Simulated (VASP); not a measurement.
Crystal: AgBr.

```
CELL_PARAMETERS angstrom
0.00000 2.85089 2.85089
2.85089 0.00000 2.85089
2.85089 2.85089 0.00000
ATOMIC_POSITIONS crystal
Ag 0.00000 0.00000 0.00000
Br 0.50000 0.50000 0.50000
```

This cell differs from its parent crystal: volume scaled by 0.98.

Base run:

- Program: VASP 6.6.1
- Functional: PBE
- Potentials or basis: VASP PAW PBE potentials, release 64 (Ag, Br)
- Cutoff: 500 eV
- k mesh: 8 × 8 × 8
- Occupations: fermi-dirac, width 0.05 eV
- Spin: no spin polarisation

Its results: band gap on the k mesh 0.67 eV, indirect (least direct gap 2.68 eV); pressure 3.4 GPa.

Problem. The run is repeated on the same cell with these changes: functional from PBE to SVWN5. What comes out?

Solution. Band gap on the k mesh 0.38 eV, indirect (least direct gap 2.38 eV); pressure -3.4 GPa.

SVWN5 binds more tightly than PBE, so the same cell stands under less pressure.

Caveats: the PAW data sets were made with another functional, which shifts forces and pressure a little (some runs).

A k mesh can miss the band edges.
